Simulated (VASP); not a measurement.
Wanted: the native input for a VASP 6.6.1 run.

- Task: single point
- Functional: PBE
- Potentials or basis: VASP PAW PBE potentials, release 64 (Li_sv, Nb_sv, O)
- Cutoff: 750 eV
- k mesh: 6 × 6 × 6
- Occupations: gaussian, width 0.02 eV
- Spin: no spin polarisation
- Dipole correction: no
- Further INCAR settings: ALGO = Normal; EDIFF = 1e-06; NBANDS = 45

The structure of LiNbO3 lies in POSCAR:

```
LiNbO3
1.0
    2.5758000000      1.4871388234      4.6230000000
   -2.5758000000      1.4871388234      4.6230000000
    0.0000000000     -2.9742776468      4.6230000000
Li Nb O
2 2 6
Direct
    0.2815000000      0.2815000000      0.2815000000
    0.7815000000      0.7815000000      0.7815000000
    0.0000550000      0.0000550000      0.0000550000
    0.5000550000      0.5000550000      0.5000550000
    0.1123100000      0.3583600000      0.7195900000
    0.7195900000      0.1123100000      0.3583600000
    0.3583600000      0.7195900000      0.1123100000
    0.2195900000      0.8583600000      0.6123100000
    0.8583600000      0.6123100000      0.2195900000
    0.6123100000      0.2195900000      0.8583600000
```

One way to write it, as run:

INCAR

```
SYSTEM = LiNbO3
ALGO = Normal ; EDIFF = 1E-6
ENCUT = 750 ; GGA = PE
GGA_COMPAT = .FALSE. ; ISIF = 2
ISMEAR = 0 ; LASPH = .TRUE.
LCHARG = .FALSE. ; LREAL = .FALSE.
LWAVE = .FALSE. ; NBANDS = 45
NELM = 120 ; PREC = Accurate
SIGMA = 0.02
```

KPOINTS

```
k-points
0
G
  6 6 6
  0 0 0
```

Potentials or basis: VASP PAW PBE potentials, release 64 (Li_sv, Nb_sv, O).

The run is started by

```console
$ cat potpaw_PBE.64/Li_sv/POTCAR potpaw_PBE.64/Nb_sv/POTCAR potpaw_PBE.64/O/POTCAR > POTCAR
$ mpirun -np 1 vasp_std > vasp.out
```

It gave:

The pressure is 4.1 GPa and the largest force is 0.195 eV/Å. The band gap on the k mesh is 3.60 eV (least direct gap 3.61 eV).

Caveat: the cell stands under pressure.

It took 12 min on 1 thread of Intel Xeon 8259CL (shared host), peak memory 0.47 GiB.
